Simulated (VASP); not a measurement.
# Hg (P3_221) in VASP: a series of runs

Hg is run at these levels: PBE; tasks: single point, relaxation of cell and atoms.

Everything below comes from runs of VASP 6.6.1. Logs are shortened: lines on timing, memory, paths and dates and some standing lists are left out, and cuts for length are marked.

### Step 1. The cell of the first run

The structure is trigonal, space group P3_221 (No. 154). The conventional cell has a = 4.615 Å, b = 4.615 Å, c = 5.245 Å, α = 90.00°, β = 90.00°, γ = 120.00°. Hg (site symmetry 2) has 2 Hg at 2.46 Å within 3.3 Å.

### Step 2. Single point, PBE

INCAR

```
SYSTEM = Hg
  PREC = Accurate
  ENCUT = 520
  EDIFF = 1E-6
  ISMEAR = 0
  SIGMA = 0.1
  LREAL = .False.
  LASPH = .True.
  NELM = 100
  ALGO = Normal
  ISIF = 2
  LWAVE = .False.
  LCHARG = .False.
  GGA = PE
  NBANDS = 25
```

KPOINTS

```
Automatic mesh
0
Gamma
  6 6 4
  0 0 0
```

POSCAR

```
Hg
1.0
    4.6150545443      0.0000000000      0.0000000000
   -2.3075272722      3.9967544752      0.0000000000
    0.0000000000      0.0000000000      5.2447971963
Hg
3
Direct
    0.2170000000      0.0000000000      0.1666666667
    0.0000000000      0.2170000000      0.8333333333
    0.7830000000      0.7830000000      0.5000000000
```

Potentials or basis: VASP PAW PBE potentials, release 64 (Hg).

Started as:

```
cat potpaw_PBE.64/Hg/POTCAR > POTCAR
mpirun -np 1 vasp_std > vasp.out
```

OUTCAR:

```text
SYSTEM = Hg
   PREC = Accurate
   ENCUT = 520
   EDIFF = 1E-6
   ISMEAR = 0
   LREAL = .False.
   LASPH = .True.
   NELM = 100
   ISIF = 2
   GGA = PE

 ion  position               nearest neighbor table
   1  0.217  0.000  0.167-   3 2.46   2 2.46   3 3.67   3 3.67   2 3.67   2 3.67
   2  0.000  0.217  0.833-   3 2.46   1 2.46   3 3.67   3 3.67   1 3.67   1 3.67
   3  0.783  0.783  0.500-   1 2.46   2 2.46   2 3.67   1 3.67   1 3.67   2 3.67

  LATTYP: Found a hexagonal cell.
 ALAT       =     4.6150545443
 C/A-ratio  =     1.1364539998

  Lattice vectors:

 A1 = (   4.6150545443,   0.0000000000,   0.0000000000)
 A2 = (  -2.3075272722,   3.9967544752,   0.0000000000)
 A3 = (   0.0000000000,   0.0000000000,   5.2447971963)

Analysis of symmetry for initial positions (statically):
=====================================================================
 Subroutine PRICEL returns:
 Original cell was already a primitive cell.

 Routine SETGRP: Setting up the symmetry group for a
 hexagonal supercell.

 Subroutine GETGRP returns: Found  6 space group operations
 (whereof  2 operations were pure point group operations)
 out of a pool of 24 trial point group operations.

The static configuration has the point symmetry C_2 .
 The point group associated with its full space group is D_3 .

Analysis of symmetry for dynamics (positions and initial velocities):
=====================================================================
 Subroutine PRICEL returns:
 Original cell was already a primitive cell.

 Routine SETGRP: Setting up the symmetry group for a
 hexagonal supercell.

 Subroutine GETGRP returns: Found  6 space group operations
 (whereof  2 operations were pure point group operations)
 out of a pool of 24 trial point group operations.

The dynamic configuration has the point symmetry C_2 .
 The point group associated with its full space group is D_3 .

 Subroutine INISYM returns: Found  6 space group operations
 (whereof  2 operations are pure point group operations),
 and found     1 'primitive' translations

----------------------------------------------------------------------------------------

                                     Primitive cell

  volume of cell :      96.7415

  direct lattice vectors                    reciprocal lattice vectors
     4.615054544  0.000000000  0.000000000     0.216682163  0.125101505  0.000000000
    -2.307527272  3.996754475  0.000000000     0.000000000  0.250203010  0.000000000
     0.000000000  0.000000000  5.244797196     0.000000000  0.000000000  0.190665142

  length of vectors
     4.615054544  4.615054544  5.244797196     0.250203010  0.250203010  0.190665142

  position of ions in fractional coordinates (direct lattice)
     0.217000000  0.000000000  0.166666667
     0.000000000  0.217000000  0.833333333
     0.783000000  0.783000000  0.500000000

  ion indices of the primitive-cell ions
   primitive index   ion index
                 1           1
                 2           2
                 3           3

----------------------------------------------------------------------------------------

 KPOINTS: Automatic mesh

Automatic generation of k-mesh.
 Grid dimensions read from file:
 generate k-points for:    6    6    4

 Generating k-lattice:

  Cartesian coordinates                     Fractional coordinates (reciprocal lattice)
     0.036113694  0.020850251  0.000000000     0.166666667  0.000000000  0.000000000
     0.000000000  0.041700502  0.000000000     0.000000000  0.166666667  0.000000000
     0.000000000  0.000000000  0.047666285     0.000000000  0.000000000  0.250000000

  Length of vectors
     0.041700502  0.041700502  0.047666285

  Shift w.r.t. Gamma in fractional coordinates (k-lattice)
     0.000000000  0.000000000  0.000000000

 Subroutine IBZKPT returns following result:
 ===========================================

 Found     24 irreducible k-points:

 Following reciprocal coordinates:
            Coordinates               Weight
  0.000000  0.000000  0.000000      1.000000
  0.166667  0.000000  0.000000      6.000000
  0.333333  0.000000  0.000000      6.000000
  0.500000 -0.000000  0.000000      3.000000
  0.166667  0.166667  0.000000      6.000000
  0.333333  0.166667  0.000000     12.000000
[... 16 lines left out ...]
  0.333333  0.166667  0.500000     12.000000
  0.333333  0.333333  0.500000      2.000000
   k-points           NKPTS =     24   k-points in BZ     NKDIM =     24   number of bands    NBANDS=     25
   number of dos      NEDOS =    301   number of ions     NIONS =      3
   total plane-waves  NPLWV =  51840
   dimension x,y,z NGX =    36 NGY =   36 NGZ =   40
   dimension x,y,z NGXF=    72 NGYF=   72 NGZF=   80
   ions per type =               3
   NGX,Y,Z   is equivalent  to a cutoff of  12.97, 12.97, 12.68 a.u.
   NGXF,Y,Z  is equivalent  to a cutoff of  25.94, 25.94, 25.36 a.u.
 SYSTEM =  Hg
   PREC   = accura    normal or accurate (medium, high low for compatibility)
   ISTART =      0    job   : 0-new  1-cont  2-samecut
   ICHARG =      2    charge: 1-file 2-atom 10-const
   ISPIN  =      1    spin polarized calculation?
   LNONCOLLINEAR =      F non collinear calculations
   LSORBIT =      F    spin-orbit coupling
   LASPH  =      T    aspherical Exc in radial PAW
   ENCUT  =  520.0 eV  38.22 Ry    6.18 a.u.   8.58  8.58  9.75*2*pi/ulx,y,z
   NELM   =    100;   NELMIN=  2; NELMDL= -5     # of ELM steps
   EDIFF  = 0.1E-05   stopping-criterion for ELM
   LREAL  =      F    real-space projection
   EDIFFG = 0.1E-04   stopping-criterion for IOM
   NSW    =      0    number of steps for IOM
   IBRION =     -1    ionic relax: 0-MD 1-quasi-New 2-CG
   NFREE  =      0    steps in history (QN), initial steepest desc. (CG)
   ISIF   =      2    stress and relaxation
   ISYM   =      2    0-nonsym 1-usesym 2-fastsym
   POTIM  = 0.5000    time-step for ionic-motion
   TEBEG  =    0.0;   TEEND  =   0.0 temperature during run
   PSTRESS=    0.0 pullay stress
   NELECT =      36.0000    total number of electrons
   NUPDOWN=      -1.0000    fix difference up-down
   EMIN   =  10.00;   EMAX   =-10.00  energy-range for DOS
   EFERMI =   0.00;   METHOD = LEGACY
   ISMEAR =     0;   SIGMA  =   0.10  broadening in eV -4-tet -1-fermi 0-gaus
   EFERMI_NEDOS =   21; number of points for ismear=-14 and -15
   IALGO  =     38    algorithm
   IMIX   =      4    mixing-type and parameters
     AMIX     =   0.40;   BMIX     =  1.00
     AMIX_MAG =   1.60;   BMIX_MAG =  1.00
  volume/ion in A,a.u.               =      32.25       217.61
  Fermi-wavevector in a.u.,A,eV,Ry     =   1.177528  2.225206 18.865467  1.386573
  Thomas-Fermi vector in A             =   2.313873
   LORBIT       =      0    0 simple, 1 ext, 2 COOP (PROOUT), +10 PAW based schemes
   GGA     = PE    functional components
   LHFCALC =     F    Hartree Fock is set to
   AEXX    =    0.0000 exact exchange contribution
   IVDW    =     0    specifies the selected vdW correction
   LEPSILON=     F    determine dielectric tensor
   LRPA    =     F    only Hartree local field effects (RPA)
 non-spin polarized calculation
 Gauss-broadening in eV      SIGMA  =   0.10
  energy-cutoff  :      520.00
  volume of cell :       96.74
 maximum number of plane-waves:      2636
 NGX is ok and might be reduce to    36
   NGX = 17   NGY = 17   NGZ = 19

 number of electron      36.0000001 magnetization

 Free energy of the ion-electron system (eV)
  ---------------------------------------------------
  ext. energy  EPLUGINS =         0.00000000
  ---------------------------------------------------
  free energy    TOTEN  =         1.70404424 eV

  energy without entropy =        1.70915576  energy(sigma->0) =        1.70660000

 E-fermi :   1.1063     XC(G=0):  -8.9958

 val. band max:        1.0108562933   @ k =   0.1667   0.1667   0.5000
 cond. band min:       1.1698325696   @ k =   0.3333   0.1667   0.2500
 fundamental gap:      0.1589762763
 Fermi energy:         1.1062552423

 k-point     1 :       0.0000    0.0000    0.0000
  band No.  band energies     occupation
      1      -7.8320      2.00000
      2      -7.8319      2.00000
      3      -7.6650      2.00000
      4      -7.0632      2.00000
      5      -7.0272      2.00000
      6      -7.0272      2.00000
[... 17 lines left out ...]
     24       7.3092      0.00000
     25      10.6708      0.00000

 k-point     2 :       0.1667    0.0000    0.0000
  band No.  band energies     occupation
      1      -7.8187      2.00000
      2      -7.8128      2.00000
      3      -7.5941      2.00000
      4      -7.0744      2.00000
      5      -7.0182      2.00000
      6      -6.9880      2.00000
[... 17 lines left out ...]
     24       7.8970      0.00000
     25       9.5138      0.00000

 k-point     3 :       0.3333    0.0000    0.0000
  band No.  band energies     occupation
      1      -7.7905      2.00000
      2      -7.7791      2.00000
      3      -7.4901      2.00000
      4      -7.1014      2.00000
      5      -6.9638      2.00000
      6      -6.9334      2.00000
[... 17 lines left out ...]
     24       8.0473      0.00000
     25       9.1889      0.00000

 k-point     4 :       0.5000   -0.0000    0.0000
  band No.  band energies     occupation
      1      -7.7756      2.00000
      2      -7.7639      2.00000
      3      -7.4581      2.00000
      4      -7.1117      2.00000
      5      -6.9221      2.00000
      6      -6.9220      2.00000
[... 17 lines left out ...]
     24       8.0753      0.00000
     25       9.0302      0.00000

 k-point     5 :       0.1667    0.1667    0.0000
  band No.  band energies     occupation
      1      -7.8008      2.00000
      2      -7.7842      2.00000
      3      -7.5117      2.00000
      4      -7.0651      2.00000
      5      -7.0273      2.00000
      6      -6.9309      2.00000
[... 17 lines left out ...]
     24       7.2985      0.00000
     25       9.2142      0.00000

 k-point     6 :       0.3333    0.1667    0.0000
  band No.  band energies     occupation
      1      -7.7772      2.00000
      2      -7.7637      2.00000
      3      -7.4580      2.00000
      4      -7.0759      2.00000
      5      -6.9768      2.00000
      6      -6.9215      2.00000
[... 17 lines left out ...]
     24       6.8165      0.00000
     25       8.5532      0.00000
[... 393 lines left out ...]
 k-point    21 :       0.5000   -0.0000    0.5000
  band No.  band energies     occupation
      1      -7.8318      2.00000
      2      -7.6005      2.00000
      3      -7.5891      2.00000
      4      -7.1258      2.00000
      5      -6.7819      2.00000
      6      -6.7336      2.00000
[... 17 lines left out ...]
     24       9.9207      0.00000
     25      11.7909      0.00000

 k-point    22 :       0.1667    0.1667    0.5000
  band No.  band energies     occupation
      1      -7.8344      2.00000
      2      -7.6044      2.00000
      3      -7.6020      2.00000
      4      -7.1707      2.00000
      5      -6.8097      2.00000
      6      -6.7787      2.00000
[... 17 lines left out ...]
     24       8.2076      0.00000
     25       9.7184      0.00000

 k-point    23 :       0.3333    0.1667    0.5000
  band No.  band energies     occupation
      1      -7.8305      2.00000
      2      -7.5948      2.00000
      3      -7.5900      2.00000
      4      -7.1180      2.00000
      5      -6.7794      2.00000
      6      -6.7412      2.00000
[... 17 lines left out ...]
     24       9.7420      0.00000
     25      10.9041      0.00000

 k-point    24 :       0.3333    0.3333    0.5000
  band No.  band energies     occupation
      1      -7.8271      2.00000
      2      -7.5857      2.00000
      3      -7.5857      2.00000
      4      -7.0932      2.00000
      5      -6.7497      2.00000
      6      -6.7497      2.00000
[... 17 lines left out ...]
     24       9.9257      0.00000
     25      11.2775      0.00000

------------------------ aborting loop because EDIFF is reached ----------------------------------------

  FORCE on cell =-STRESS in cart. coord.  units (eV):
  Direction    XX          YY          ZZ          XY          YZ          ZX
  --------------------------------------------------------------------------------------
  -------------------------------------------------------------------------------------
  Total        5.1807822      5.1807822     13.3627100     -0.0000000     -0.0000000     -0.0000000
  in kB       85.8011103     85.8011103    221.3054551     -0.0000000     -0.0000000     -0.0000000
  external PRESSURE =     130.9692252 kB  Pullay stress =       0.0000000 kB

 VOLUME and BASIS-vectors are now :
 -----------------------------------------------------------------------------
  energy-cutoff  :      520.00
  volume of cell :       96.74
      direct lattice vectors                 reciprocal lattice vectors
     4.615054544  0.000000000  0.000000000     0.216682163  0.125101505  0.000000000
    -2.307527272  3.996754475  0.000000000     0.000000000  0.250203010  0.000000000
     0.000000000  0.000000000  5.244797196     0.000000000  0.000000000  0.190665142

 POSITION                                       TOTAL-FORCE (eV/Angst)
 -----------------------------------------------------------------------------------
      1.00147      0.00000      0.87413         4.518395      0.000000     -0.000000
     -0.50073      0.86730      4.37066        -2.259197      3.913045      0.000000
      1.80679      3.12946      2.62240        -2.259197     -3.913045      0.000000
 -----------------------------------------------------------------------------------
    total drift:                                0.000000      0.000001     -0.000000

  FREE ENERGIE OF THE ION-ELECTRON SYSTEM (eV)
  ---------------------------------------------------
  free  energy   TOTEN  =         1.7040442371 eV

  energy  without entropy=        1.7091557594  energy(sigma->0) =        1.70660000
```

Run time: 29 s. Hardware: 1 thread of Intel Xeon Platinum 8488C (Sapphire Rapids), shared host; peak memory 0.23 GiB.

What came out:

- Free energy: 1.7040 eV
- Pressure: 13.1 GPa
- Largest force: 4.518 eV/Å
- Band gap on the k mesh: zero (band 18 reaches 4.02 eV, above the bottom of band 19 at 0.22 eV)

Forces in eV/Å, atoms in the order of the input:
```
Hg   4.518  0.000  0.000
Hg  -2.259  3.913  0.000
Hg  -2.259 -3.913  0.000
```

Caveat: spin-orbit coupling is left out, which moves the levels of the heavy elements; forces of over 1 eV/Å act on the atoms, so gaps and moduli don't describe the material at rest.

### Step 3. Relaxation of cell and atoms, PBE

INCAR

```
ALGO     = Normal         # electronic algorithm
EDIFF    = 1E-7           # SCF threshold, eV
EDIFFG   = -0.04          # ionic threshold
ENCUT    = 600            # plane-wave cutoff, eV
GGA      = PE             # functional
IBRION   = 2              # ionic algorithm
ISIF     = 3              # what is computed and relaxed
ISMEAR   = 0              # smearing method
LASPH    = True           # aspherical terms in the spheres
LCHARG   = False          # write CHGCAR
LREAL    = False          # projectors in reciprocal space
LWAVE    = False          # write WAVECAR
NELM     = 100            # most SCF steps
NSW      = 90             # ionic steps
PREC     = Accurate       # precision mode
SIGMA    = 0.1            # smearing width, eV
```

KPOINTS

```
k-points
0
Gamma
  6 6 4
```

POSCAR is that of step 2.

Potentials or basis: VASP PAW PBE potentials, release 64 (Hg).

Started as:

```
cat potpaw_PBE.64/Hg/POTCAR > POTCAR
mpirun -np 1 vasp_std > vasp.out
```

Run time: 14 min. Hardware: 1 thread of Intel Xeon Platinum 8488C (Sapphire Rapids), shared host; peak memory 0.28 GiB.

Results (log left out):

* Free energy: -0.5169 eV
* Relaxed volume: 28.94 Å³/atom
* Relaxed cell: a = 4.314 Å, b = 4.314 Å, c = 5.386 Å, α = 90.00°, β = 90.00°, γ = 120.00°
* Space group after relaxing (to 0.05 Å): R-3m (No. 166)
* Energy gained by relaxing: 740.3 meV/atom
* Ionic steps: 24
* Pressure after relaxing: 0.0 GPa
* Largest force after relaxing: 0.019 eV/Å
* Band gap on the k mesh: zero (band 18 reaches 5.39 eV, above the bottom of band 19 at 0.02 eV)

Forces in eV/Å, atoms in the order of the input:
```
Hg  -0.019  0.000  0.000
Hg   0.009 -0.016  0.000
Hg   0.009  0.016  0.000
```

Stress tensor (GPa, compression positive):
```
 0.07  0.00  0.00
 0.00  0.07  0.00
 0.00  0.00 -0.07
```

The path:
```tsv
step	energy change (eV)	largest force (eV/Å)	pressure (GPa)	volume (Å³)
1	0.0000	4.5185	13.15	96.74
2	-1.9622	0.2084	0.17	138.12
3	-1.9687	0.1864	0.12	139.69
4	-1.9702	0.1867	0.12	138.94
5	-1.9747	0.1865	0.09	136.71
6	-1.9858	0.1841	-0.01	132.31
7	-2.0116	0.1775	-0.19	123.78
8	-2.0729	0.1666	-0.07	107.77
9	-2.1148	0.0714	2.08	79.71
10	-2.0942	0.1782	-0.19	99.48
11	-2.1459	0.1832	-0.32	89.26
12	-2.1489	0.1533	0.78	84.40
13	-2.1648	0.0854	0.18	86.35
14	-2.1700	0.0350	-0.31	88.21
15	-2.1809	0.0119	-0.27	87.45
16	-2.1958	0.0243	0.09	86.26
17	-2.1999	0.1160	1.09	83.75
18	-2.2034	0.0720	0.59	84.87
19	-2.2078	0.0814	0.51	85.20
20	-2.2121	0.1048	0.32	86.02
21	-2.2144	0.0907	0.14	86.60
22	-2.2164	0.0645	-0.17	87.77
23	-2.2179	0.0546	-0.13	87.53
24	-2.2208	0.0186	0.02	86.82
```

Final structure:
```
Hg
1.0
     4.31417    0.00000    0.00000
    -2.15709    3.73618    0.00000
     0.00000    0.00000    5.38632
Hg
3
Direct
  0.33525 0.00000 0.16667
  0.00000 0.33525 0.83333
  0.66475 0.66475 0.50000
```

Levels at points of the mesh, in eV from the Fermi level:
```tsv
k point	band 15	band 16	band 17	band 18	band 19	band 20	band 21	band 22
(0.00, 0.00, 0.00)	-5.74	-5.73	-1.78	-1.78	5.56	5.60	5.60	5.64
(0.50, 0.00, 0.00)	-5.21	-4.31	-4.28	0.49	1.64	1.82	2.90	2.91
(0.00, 0.00, 0.50)	-5.81	-5.17	-5.17	4.11	4.56	4.86	4.86	7.34
(0.50, 0.00, 0.50)	-5.69	-3.00	-2.99	-2.72	-1.26	4.06	4.06	4.87
```

Caveat: spin-orbit coupling is left out, which moves the levels of the heavy elements.

### Step 4. Single point, PBE

INCAR

```
SYSTEM = Hg
PREC = Accurate
ENCUT = 500
EDIFF = 1E-6
ISMEAR = 0
SIGMA = 0.1
LREAL = .FALSE.
LASPH = .TRUE.
NELM = 120
ALGO = Normal
ISIF = 2
LWAVE = .FALSE.
LCHARG = .FALSE.
GGA = PE
NBANDS = 37
GGA_COMPAT = .FALSE.
```

KPOINTS

```
regular mesh
0
G
  6 6 4
  0 0 0
```

POSCAR is that of step 3.

Potentials or basis: VASP PAW PBE potentials, release 64 (Hg_sv_GW).

Started as:

```
cat potpaw_PBE.64/Hg_sv_GW/POTCAR > POTCAR
mpirun -np 1 vasp_std > vasp.out
```

Run time: 38 s. Hardware: 1 thread of Intel Xeon 6975P-C (Granite Rapids), shared host; peak memory 0.25 GiB.

Results (log left out):

| Quantity | Value |
| --- | --- |
| Free energy | 1.5739 eV |
| Pressure | 11.3 GPa |
| Largest force | 4.293 eV/Å |
| Band gap on the k mesh | zero (band 30 reaches 6.38 eV, above the bottom of band 31 at 2.61 eV) |

Forces on the atoms (eV/Å):
```
Hg   4.293  0.000  0.000
Hg  -2.147  3.718  0.000
Hg  -2.147 -3.718  0.000
```

Stress tensor (GPa, compression positive):
```
 7.04  0.00  0.00
 0.00  7.04  0.00
 0.00  0.00 19.95
```

Levels at points of the mesh, in eV from the Fermi level:
| k point | band 26 | band 27 | band 28 | band 29 | band 30 | band 31 | band 32 | band 33 | band 34 | band 35 |
| --- | --- | --- | --- | --- | --- | --- | --- | --- | --- | --- |
| (0.00, 0.00, 0.00) | -6.00 | -5.92 | -5.49 | -1.40 | -1.40 | 3.19 | 4.43 | 4.43 | 4.62 | 4.62 |
| (0.50, 0.00, 0.00) | -6.12 | -5.53 | -5.44 | -3.45 | -0.48 | 1.37 | 1.88 | 2.76 | 3.68 | 5.42 |
| (0.00, 0.00, 0.50) | -6.14 | -5.86 | -5.18 | -5.18 | 2.89 | 4.00 | 4.22 | 4.22 | 5.22 | 5.22 |
| (0.50, 0.00, 0.50) | -5.92 | -5.76 | -4.13 | -3.95 | -1.75 | -0.88 | 2.58 | 2.78 | 4.46 | 5.14 |

Caveat: spin-orbit coupling is left out, which moves the levels of the heavy elements; forces of over 1 eV/Å act on the atoms, so gaps and moduli don't describe the material at rest.

### Step 5. Summary

| task | potentials or basis | cell | cutoff (eV) | second run | gap on the mesh (eV) | pressure (GPa) | largest force (eV/Å) |
| --- | --- | --- | --- | --- | --- | --- | --- |
| single point | VASP PAW PBE potentials, release 64 (Hg) | as given | 520 | - | none | 13.1 | 4.52 |
| relaxation of cell and atoms | VASP PAW PBE potentials, release 64 (Hg) | relaxed | 600 | - | none | 0.0 | 0.02 |
| single point | VASP PAW PBE potentials, release 64 (Hg_sv_GW) | as given | 500 | valence_matched | none | 11.3 | 4.29 |

Alike in all rows: level PBE; no spin polarisation; k mesh 6 × 6 × 4; smearing gaussian 0.1 eV.

Caveats: spin-orbit coupling is left out, which moves the levels of the heavy elements; forces of over 1 eV/Å act on the atoms, so gaps and moduli don't describe the material at rest (some runs).

Total energies depend on the potentials used, so only differences within one code and one set of settings carry meaning.
